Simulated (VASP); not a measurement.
## GaAs3: single point with PBE

GaAs3:

```
Ga As
1.0
     3.96829    0.00000    0.00000
    -1.98414    3.43664    0.00000
     0.00000    0.00000   13.45452
Ga As
2 6
Direct
  0.33333 0.66667 0.08436
  0.66667 0.33333 0.33438
  0.33333 0.66667 0.27248
  0.66667 0.33333 0.52297
  0.00000 0.00000 0.01553
  0.00000 0.00000 0.61083
  0.33333 0.66667 0.76240
  0.66667 0.33333 0.85505
```

```json
{"Program": "VASP 6.6.1", "Task": "single point", "Functional": "PBE", "Potentials or basis": "VASP PAW PBE potentials, release 64 (Ga_d, As)", "Cutoff": "520 eV", "k mesh": "12 × 12 × 4", "Occupations": "gaussian, width 0.01 eV", "Spin": "no spin polarisation"}
```

```yaml
Pressure: 0.2 GPa
Largest_force: 0.035 eV/Å
Band_gap_on_the_k_mesh: 0.13 eV, indirect (least direct gap 0.21 eV)
```

Forces on the atoms (eV/Å):
```
Ga   0.000  0.000  0.004
Ga   0.000  0.000  0.012
As   0.000  0.000 -0.002
As   0.000  0.000 -0.021
As   0.000  0.000 -0.022
As   0.000  0.000  0.034
As   0.000  0.000 -0.035
As   0.000  0.000  0.031
```

Stress tensor (GPa, compression positive):
```
0.22 0.00 0.00
0.00 0.22 0.00
0.00 0.00 0.12
```

Levels at points of the mesh, in eV from the valence-band top:
| k point | band 26 | band 27 | band 28 | band 29 | band 30 | band 31 |
| --- | --- | --- | --- | --- | --- | --- |
| (0.00, 0.00, 0.00) | -0.81 | -0.13 | -0.13 | 0.55 | 0.85 | 0.85 |
| (0.50, 0.00, 0.00) | -1.91 | -1.30 | -0.77 | 0.13 | 0.89 | 1.51 |
| (0.00, 0.00, 0.50) | -0.76 | -0.18 | -0.18 | 0.59 | 0.93 | 0.93 |
| (0.50, 0.00, 0.50) | -1.95 | -1.52 | -1.38 | 0.69 | 1.61 | 1.72 |

It took 5.1 min on 1 thread of Intel(R) Xeon(R) 6975P-C (Granite Rapids) (shared host), peak memory 0.53 GiB.

A k mesh can miss the band edges.
